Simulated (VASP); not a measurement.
# BN (P6_3mc) in VASP: further runs

The runs below take BN through single point, with PBE-based screened hybrid, LDA.

Program: VASP 6.6.1. These are calculated values, not measurements. Logs are shortened: lines on timing, memory, paths and dates and some standing lists are left out, and cuts for length are marked.

### Step 1. The cell of the first run

It takes space group P6_3mc (No. 186, hexagonal). Conventional cell: a = 2.554 Å, b = 2.554 Å, c = 4.227 Å, α = 90.00°, β = 90.00°, γ = 120.00°. Within 2.1 Å of N (site symmetry 3m) lie 4 B at 1.57 to 1.58 Å. Within 2.1 Å of B (site symmetry 3m) lie 4 N at 1.57 to 1.58 Å.

### Step 2. Single point, PBE-based screened hybrid

The input, POSCAR:

```
BN
1.0
    2.5539396017      0.0000000000      0.0000000000
   -1.2769698009      2.2117765748      0.0000000000
    0.0000000000      0.0000000000      4.2268550000
N B
2 2
Direct
    0.3333333333      0.6666666667      0.1252760000
    0.6666666667      0.3333333333      0.6252760000
    0.3333333333      0.6666666667      0.4997240000
    0.6666666667      0.3333333333      0.9997240000
```

The input, INCAR.step1:

```
SYSTEM = BN
PREC     = Accurate       ! precision mode
ENCUT    = 520            ! plane-wave cutoff, eV
EDIFF    = 1E-5           ! SCF threshold, eV
ISMEAR   = -1             ! smearing method
SIGMA    = 0.05           ! smearing width, eV
LREAL    = .False.        ! projectors in reciprocal space
LASPH    = .True.         ! aspherical terms in the spheres
NELM     = 80             ! most SCF steps
ALGO     = Normal         ! electronic algorithm
ISIF     = 2              ! what is computed and relaxed
LWAVE    = .True.         ! write WAVECAR
LCHARG   = .False.        ! write CHGCAR
GGA      = PE             ! functional
NBANDS   = 16             ! bands
```

The input, INCAR.step2:

```
SYSTEM = BN
PREC     = Accurate       ! precision mode
ENCUT    = 520            ! plane-wave cutoff, eV
EDIFF    = 1E-6           ! SCF threshold, eV
ISMEAR   = -1             ! smearing method
SIGMA    = 0.05           ! smearing width, eV
LREAL    = .False.        ! projectors in reciprocal space
LASPH    = .True.         ! aspherical terms in the spheres
NELM     = 80             ! most SCF steps
ALGO     = Normal         ! electronic algorithm
ISIF     = 2              ! what is computed and relaxed
LWAVE    = .False.        ! write WAVECAR
LCHARG   = .False.        ! write CHGCAR
GGA      = PE             ! functional
LHFCALC  = .True.         ! exact exchange
AEXX     = 0.25           ! exact-exchange fraction
HFSCREEN = 0.1            ! screening, 1/A
PRECFOCK = Normal       
ISTART   = 1            
NBANDS   = 16             ! bands
```

The input, KPOINTS:

```
regular mesh
0
Gamma
  6 6 3
  0 0 0
```

Potentials or basis: VASP PAW PBE potentials, release 64 (N, B).

Started as:

```sh
$ cat potpaw_PBE.64/N/POTCAR potpaw_PBE.64/B/POTCAR > POTCAR
$ cp INCAR.step1 INCAR
$ mpirun -np 1 vasp_std > vasp.out
$ cp INCAR.step2 INCAR
$ mpirun -np 1 vasp_std > vasp.out
```

OUTCAR:

```text
SYSTEM = BN
   PREC = Accurate
   ENCUT = 520
   EDIFF = 1E-6
   ISMEAR = -1
   LREAL = .False.
   LASPH = .True.
   NELM = 80
   ISIF = 2
   GGA = PE
   LHFCALC = .True.
   AEXX = 0.25
   HFSCREEN = 0.1
   PRECFOCK = Normal
   ISTART = 1

 ion  position               nearest neighbor table
   1  0.333  0.667  0.125-   4 1.57   4 1.57   4 1.57   3 1.58
   2  0.667  0.333  0.625-   3 1.57   3 1.57   3 1.57   4 1.58
   3  0.333  0.667  0.500-   2 1.57   2 1.57   2 1.57   1 1.58
   4  0.667  0.333  1.000-   1 1.57   1 1.57   1 1.57   2 1.58

  LATTYP: Found a hexagonal cell.
 ALAT       =     2.5539396017
 C/A-ratio  =     1.6550332659

  Lattice vectors:

 A1 = (   2.5539396017,   0.0000000000,   0.0000000000)
 A2 = (  -1.2769698009,   2.2117765748,   0.0000000000)
 A3 = (   0.0000000000,   0.0000000000,   4.2268550000)

Analysis of symmetry for initial positions (statically):
=====================================================================
 Subroutine PRICEL returns:
 Original cell was already a primitive cell.

 Routine SETGRP: Setting up the symmetry group for a
 hexagonal supercell.

 Subroutine GETGRP returns: Found 12 space group operations
 (whereof  6 operations were pure point group operations)
 out of a pool of 24 trial point group operations.

The static configuration has the point symmetry C_3v.
 The point group associated with its full space group is C_6v.

Analysis of symmetry for dynamics (positions and initial velocities):
=====================================================================
 Subroutine PRICEL returns:
 Original cell was already a primitive cell.

 Routine SETGRP: Setting up the symmetry group for a
 hexagonal supercell.

 Subroutine GETGRP returns: Found 12 space group operations
 (whereof  6 operations were pure point group operations)
 out of a pool of 24 trial point group operations.

The dynamic configuration has the point symmetry C_3v.
 The point group associated with its full space group is C_6v.

 Subroutine INISYM returns: Found 12 space group operations
 (whereof  6 operations are pure point group operations),
 and found     1 'primitive' translations

----------------------------------------------------------------------------------------

                                     Primitive cell

  volume of cell :      23.8764

  direct lattice vectors                    reciprocal lattice vectors
     2.553939602  0.000000000  0.000000000     0.391551938  0.226062617  0.000000000
    -1.276969801  2.211776575  0.000000000     0.000000000  0.452125233  0.000000000
     0.000000000  0.000000000  4.226855000     0.000000000  0.000000000  0.236582518

  length of vectors
     2.553939602  2.553939602  4.226855000     0.452125233  0.452125233  0.236582518

  position of ions in fractional coordinates (direct lattice)
     0.333333333  0.666666667  0.125276000
     0.666666667  0.333333333  0.625276000
     0.333333333  0.666666667  0.499724000
     0.666666667  0.333333333  0.999724000

  ion indices of the primitive-cell ions
   primitive index   ion index
                 1           1
                 2           2
                 3           3
                 4           4

----------------------------------------------------------------------------------------

 KPOINTS: regular mesh

Automatic generation of k-mesh.
 Grid dimensions read from file:
 generate k-points for:    6    6    3

 Generating k-lattice:

  Cartesian coordinates                     Fractional coordinates (reciprocal lattice)
     0.065258656  0.037677103  0.000000000     0.166666667  0.000000000  0.000000000
     0.000000000  0.075354206  0.000000000     0.000000000  0.166666667  0.000000000
     0.000000000  0.000000000  0.078860839     0.000000000  0.000000000  0.333333333

  Length of vectors
     0.075354206  0.075354206  0.078860839

  Shift w.r.t. Gamma in fractional coordinates (k-lattice)
     0.000000000  0.000000000  0.000000000

 Subroutine IBZKPT returns following result:
 ===========================================

 Found     14 irreducible k-points:

 Following reciprocal coordinates:
            Coordinates               Weight
  0.000000  0.000000  0.000000      1.000000
  0.166667  0.000000  0.000000      6.000000
  0.333333  0.000000  0.000000      6.000000
  0.500000  0.000000  0.000000      3.000000
  0.166667  0.166667  0.000000      6.000000
  0.333333  0.166667  0.000000     12.000000
  0.333333  0.333333  0.000000      2.000000
  0.000000  0.000000  0.333333      2.000000
  0.166667  0.000000  0.333333     12.000000
  0.333333  0.000000  0.333333     12.000000
  0.500000  0.000000  0.333333      6.000000
  0.166667  0.166667  0.333333     12.000000
  0.333333  0.166667  0.333333     24.000000
  0.333333  0.333333  0.333333      4.000000
   k-points           NKPTS =     14   k-points in BZ     NKDIM =    108   number of bands    NBANDS=     16
   number of dos      NEDOS =    301   number of ions     NIONS =      4
   total plane-waves  NPLWV =  12800
   dimension x,y,z NGX =    20 NGY =   20 NGZ =   32
   dimension x,y,z NGXF=    40 NGYF=   40 NGZF=   64
   ions per type =               2   2
   NGX,Y,Z   is equivalent  to a cutoff of  13.02, 13.02, 12.59 a.u.
   NGXF,Y,Z  is equivalent  to a cutoff of  26.04, 26.04, 25.17 a.u.
 SYSTEM =  BN
   PREC   = accura    normal or accurate (medium, high low for compatibility)
   ISTART =      1    job   : 0-new  1-cont  2-samecut
   ICHARG =      0    charge: 1-file 2-atom 10-const
   ISPIN  =      1    spin polarized calculation?
   LNONCOLLINEAR =      F non collinear calculations
   LSORBIT =      F    spin-orbit coupling
   LASPH  =      T    aspherical Exc in radial PAW
   ENCUT  =  520.0 eV  38.22 Ry    6.18 a.u.   4.75  4.75  7.86*2*pi/ulx,y,z
   NELM   =     80;   NELMIN=  2; NELMDL=  0     # of ELM steps
   EDIFF  = 0.1E-05   stopping-criterion for ELM
   LREAL  =      F    real-space projection
   EDIFFG = 0.1E-04   stopping-criterion for IOM
   NSW    =      0    number of steps for IOM
   IBRION =     -1    ionic relax: 0-MD 1-quasi-New 2-CG
   NFREE  =      0    steps in history (QN), initial steepest desc. (CG)
   ISIF   =      2    stress and relaxation
   ISYM   =      3    0-nonsym 1-usesym 2-fastsym
   POTIM  = 0.5000    time-step for ionic-motion
   TEBEG  =    0.0;   TEEND  =   0.0 temperature during run
   PSTRESS=    0.0 pullay stress
   NELECT =      16.0000    total number of electrons
   NUPDOWN=      -1.0000    fix difference up-down
   EMIN   =  10.00;   EMAX   =-10.00  energy-range for DOS
   EFERMI =   0.00;   METHOD = LEGACY
   ISMEAR =    -1;   SIGMA  =   0.05  broadening in eV -4-tet -1-fermi 0-gaus
   EFERMI_NEDOS =   21; number of points for ismear=-14 and -15
   IALGO  =     38    algorithm
   IMIX   =      1    mixing-type and parameters
     AMIX     =   0.40;   BMIX     =  1.00
     AMIX_MAG =   1.60;   BMIX_MAG =  1.00
  volume/ion in A,a.u.               =       5.97        40.28
  Fermi-wavevector in a.u.,A,eV,Ry     =   1.432600  2.707222 27.923836  2.052344
  Thomas-Fermi vector in A             =   2.552210
   LORBIT       =      0    0 simple, 1 ext, 2 COOP (PROOUT), +10 PAW based schemes
   GGA     = PE    functional components
   LHFCALC =     T    Hartree Fock is set to
   PRECFOCK=normal    Normal, Fast or Accurate (Low or Medium for compatibility)
   ENCUT4O =  -1.0   cutoff for four orbital integrals eV
   NKREDX  =     1    reduce k-point grid by
   NKREDY  =     1    reduce k-point grid by
   NKREDZ  =     1    reduce k-point grid by
   AEXX    =    0.2500 exact exchange contribution
   HFSCREEN=    0.1000 screening length (either q_TF or 0.3 A-1)
   HFSCREENC=   0.1000 screening length for correlation (either q_TF or 0.3 A-1)
   ENCUTFOCK=  -1.0 apply spherical cutoff to Coloumb kernel
   IVDW    =     0    specifies the selected vdW correction
   LEPSILON=     F    determine dielectric tensor
   LRPA    =     F    only Hartree local field effects (RPA)
 non-spin polarized calculation
  energy-cutoff  :      520.00
  volume of cell :       23.88
 maximum number of plane-waves:       660
 NGX is ok and might be reduce to    20
  NGX = 16; NGY = 16; NGZ = 24

 number of electron      16.0000000 magnetization

 Free energy of the ion-electron system (eV)
  ---------------------------------------------------
  ext. energy  EPLUGINS =         0.00000000
  ---------------------------------------------------
  free energy    TOTEN  =       -41.57437223 eV

  energy without entropy =      -41.57437223  energy(sigma->0) =      -41.57437223

 E-fermi :   7.4558     XC(G=0): -10.2470

 val. band max:        6.3858058077   @ k =   0.0000   0.0000   0.0000
 cond. band min:      13.2686255981   @ k =   0.3333   0.3333   0.0000
 fundamental gap:      6.8828197904
 Fermi energy:         7.4558491123

 k-point     1 :       0.0000    0.0000    0.0000
  band No.  band energies     occupation
      1     -15.8154      2.00000
      2     -11.4151      2.00000
      3      -5.4181      2.00000
      4       4.1105      2.00000
      5       4.1105      2.00000
      6       6.1118      2.00000
[... 8 lines left out ...]
     15      20.5472      0.00000
     16      25.1478      0.00000

 k-point     2 :       0.1667    0.0000    0.0000
  band No.  band energies     occupation
      1     -15.1736      2.00000
      2     -10.9362      2.00000
      3      -4.7709      2.00000
      4       1.5525      2.00000
      5       3.0988      2.00000
      6       4.2167      2.00000
[... 8 lines left out ...]
     15      22.2594      0.00000
     16      23.9870      0.00000

 k-point     3 :       0.3333    0.0000    0.0000
  band No.  band energies     occupation
      1     -13.3620      2.00000
      2      -9.9141      2.00000
      3      -2.9723      2.00000
      4      -2.5179      2.00000
      5       0.3494      2.00000
      6       1.6209      2.00000
[... 8 lines left out ...]
     15      24.7566      0.00000
     16      25.4282      0.00000

 k-point     4 :       0.5000    0.0000    0.0000
  band No.  band energies     occupation
      1     -11.4692      2.00000
      2     -10.0661      2.00000
      3      -3.9227      2.00000
      4      -2.1104      2.00000
      5      -1.0976      2.00000
      6       1.0299      2.00000
[... 8 lines left out ...]
     15      25.2684      0.00000
     16      26.9615      0.00000
[... 134 lines left out ...]
 k-point    12 :       0.1667    0.1667    0.3333
  band No.  band energies     occupation
      1     -13.2890      2.00000
      2     -11.5453      2.00000
      3      -1.8855      2.00000
      4       0.0363      2.00000
      5       0.5357      2.00000
      6       1.6610      2.00000
[... 8 lines left out ...]
     15      23.5729      0.00000
     16      24.1000      0.00000

 k-point    13 :       0.3333    0.1667    0.3333
  band No.  band energies     occupation
      1     -11.3241      2.00000
      2     -10.2241      2.00000
      3      -3.8077      2.00000
      4      -2.7363      2.00000
      5      -0.2864      2.00000
      6       1.1118      2.00000
[... 8 lines left out ...]
     15      24.5539      0.00000
     16      25.6130      0.00000

 k-point    14 :       0.3333    0.3333    0.3333
  band No.  band energies     occupation
      1     -10.0618      2.00000
      2     -10.0618      2.00000
      3      -2.9355      2.00000
      4      -2.9355      2.00000
      5      -2.7585      2.00000
      6      -0.8352      2.00000
[... 8 lines left out ...]
     15      25.5766      0.00000
     16      25.5766      0.00000

------------------------ aborting loop because EDIFF is reached ----------------------------------------

  FORCE on cell =-STRESS in cart. coord.  units (eV):
  Direction    XX          YY          ZZ          XY          YZ          ZX
  --------------------------------------------------------------------------------------
  -------------------------------------------------------------------------------------
  Total       -1.2776684     -1.2776684     -1.4618950      0.0000000      0.0000000      0.0000000
  in kB      -85.7352660    -85.7352660    -98.0974076      0.0000000      0.0000000      0.0000000
  external PRESSURE =     -89.8559799 kB  Pullay stress =       0.0000000 kB

 VOLUME and BASIS-vectors are now :
 -----------------------------------------------------------------------------
  energy-cutoff  :      520.00
  volume of cell :       23.88
      direct lattice vectors                 reciprocal lattice vectors
     2.553939602  0.000000000  0.000000000     0.391551938  0.226062617  0.000000000
    -1.276969801  2.211776575  0.000000000     0.000000000  0.452125233  0.000000000
     0.000000000  0.000000000  4.226855000     0.000000000  0.000000000  0.236582518

 POSITION                                       TOTAL-FORCE (eV/Angst)
 -----------------------------------------------------------------------------------
     -0.00000      1.47452      0.52952         0.000000     -0.000000     -0.034345
      1.27697      0.73726      2.64295        -0.000000      0.000000     -0.034345
     -0.00000      1.47452      2.11226        -0.000000      0.000000      0.034345
      1.27697      0.73726      4.22569         0.000000     -0.000000      0.034345
 -----------------------------------------------------------------------------------
    total drift:                                0.000000      0.000000      0.000082

  FREE ENERGIE OF THE ION-ELECTRON SYSTEM (eV)
  ---------------------------------------------------
  free  energy   TOTEN  =       -41.5743722350 eV

  energy  without entropy=      -41.5743722350  energy(sigma->0) =      -41.57437223
```

It took 10 min on 1 thread of AMD EPYC 7R13, shared host; peak memory 0.21 GiB.

What came out:

* Free energy: -41.5744 eV
* Pressure: -9.0 GPa
* Largest force: 0.034 eV/Å
* Band gap on the k mesh: 6.88 eV, indirect (least direct gap 10.26 eV)

Forces in eV/Å, atoms in the order of the input:
```
N    0.000  0.000 -0.034
N    0.000  0.000 -0.034
B    0.000  0.000  0.034
B    0.000  0.000  0.034
```

Stress tensor (GPa, compression positive):
```
-8.57  0.00  0.00
 0.00 -8.57  0.00
 0.00  0.00 -9.81
```

Caveat: the k points lie up to 0.50 Å⁻¹ apart; the PAW data sets were made with another functional, which shifts forces and pressure a little. A k mesh can miss the band edges.

### Step 3. Single point, PBE-based screened hybrid

POSCAR is that of step 2.

The input, INCAR.step1:

```
SYSTEM = BN
  PREC = Accurate
  ENCUT = 520
  EDIFF = 1E-5
  ISMEAR = -1
  SIGMA = 0.05
  LREAL = .False.
  LASPH = .True.
  NELM = 100
  ALGO = Normal
  ISIF = 2
  LWAVE = .True.
  LCHARG = .False.
  NBANDS = 16
  GGA = PE
```

The input, INCAR.step2:

```
SYSTEM = BN
  PREC = Accurate
  ENCUT = 520
  EDIFF = 1E-7
  ISMEAR = -1
  SIGMA = 0.05
  LREAL = .False.
  LASPH = .True.
  NELM = 100
  ALGO = Normal
  ISIF = 2
  LWAVE = .False.
  LCHARG = .False.
  GGA = PE
  LHFCALC = .True.
  AEXX = 0.25
  HFSCREEN = 0.15
  PRECFOCK = Normal
  NBANDS = 16
  ISTART = 1
```

The input, KPOINTS:

```
Automatic mesh
0
Gamma
  6 6 3
  0 0 0
```

Potentials or basis: VASP PAW PBE potentials, release 64 (N, B).

Started as:

```sh
$ cat potpaw_PBE.64/N/POTCAR potpaw_PBE.64/B/POTCAR > POTCAR
$ cp INCAR.step1 INCAR
$ mpirun -np 1 vasp_std > vasp.out
$ cp INCAR.step2 INCAR
$ mpirun -np 1 vasp_std > vasp.out
```

It took 11 min on 1 thread of AMD EPYC 7R13, shared host; peak memory 0.21 GiB.

The run converged. Its results:

- Free energy: -41.0940 eV
- Pressure: -8.9 GPa
- Largest force: 0.035 eV/Å
- Band gap on the k mesh: 6.70 eV, indirect (least direct gap 10.08 eV)

Forces on the atoms (eV/Å):
```
N    0.000  0.000 -0.035
N    0.000  0.000 -0.035
B    0.000  0.000  0.035
B    0.000  0.000  0.035
```

Stress tensor (GPa, compression positive):
```
-8.42  0.00  0.00
 0.00 -8.42  0.00
 0.00  0.00 -9.72
```

Levels at points of the mesh, in eV from the valence-band top:
```csv
k point,band 5,band 6,band 7,band 8,band 9,band 10,band 11,band 12
"(0.00, 0.00, 0.00)",-2.27,-0.27,0.00,0.00,10.23,10.23,10.44,11.29
"(0.50, 0.00, 0.00)",-7.48,-5.35,-4.67,-2.28,8.30,9.64,12.55,13.33
```

Caveat: the k points lie up to 0.50 Å⁻¹ apart; the PAW data sets were made with another functional, which shifts forces and pressure a little. A k mesh can miss the band edges.

### Step 4. Single point, PBE-based screened hybrid

POSCAR is that of step 3.

The input, INCAR.step1:

```
SYSTEM = BN
ALGO = Normal ; EDIFF = 1E-5
ENCUT = 520 ; GGA = PE
ISIF = 2 ; ISMEAR = -1
LASPH = .TRUE. ; LCHARG = .FALSE.
LREAL = .FALSE. ; LWAVE = .TRUE.
NBANDS = 16 ; NELM = 80
PREC = Accurate ; SIGMA = 0.05
```

The input, INCAR.step2:

```
SYSTEM = BN
AEXX = 0.25 ; ALGO = Normal
EDIFF = 1E-6 ; ENCUT = 520
GGA = PE ; HFSCREEN = 0.2
ISIF = 2 ; ISMEAR = -1
ISTART = 1 ; LASPH = .TRUE.
LCHARG = .FALSE. ; LHFCALC = .TRUE.
LREAL = .FALSE. ; LWAVE = .FALSE.
NBANDS = 16 ; NELM = 80
PREC = Accurate ; PRECFOCK = Normal
SIGMA = 0.05
```

The input, KPOINTS:

```
k-points
0
G
  6 6 3
  0 0 0
```

Started as:

```sh
$ cat potpaw_PBE.64/N/POTCAR potpaw_PBE.64/B/POTCAR > POTCAR
$ cp INCAR.step1 INCAR
$ mpirun -np 1 vasp_std > vasp.out
$ cp INCAR.step2 INCAR
$ mpirun -np 1 vasp_std > vasp.out
```

It took 9 min on 1 thread of AMD EPYC 7R13, shared host; peak memory 0.21 GiB.

The run converged. Its results:

```
Free energy            : -40.6352 eV
Pressure               : -8.7 GPa
Largest force          : 0.035 eV/Å
Band gap on the k mesh : 6.54 eV, indirect (least direct gap 9.91 eV)
```

Forces in eV/Å, atoms in the order of the input:
```
N    0.000  0.000 -0.035
N    0.000  0.000 -0.035
B    0.000  0.000  0.035
B    0.000  0.000  0.035
```

Stress tensor (GPa, compression positive):
```
-8.28  0.00  0.00
 0.00 -8.28  0.00
 0.00  0.00 -9.54
```

Levels at points of the mesh, in eV from the valence-band top:
```tsv
k point	band 6	band 7	band 8	band 9	band 10	band 11
(0.00, 0.00, 0.00)	-0.27	0.00	0.00	10.06	10.06	10.27
(0.50, 0.00, 0.00)	-5.34	-4.66	-2.27	8.13	9.47	12.38
```

Caveat: the k points lie up to 0.50 Å⁻¹ apart; the PAW data sets were made with another functional, which shifts forces and pressure a little.

(Part 1 of 2 ends here.)
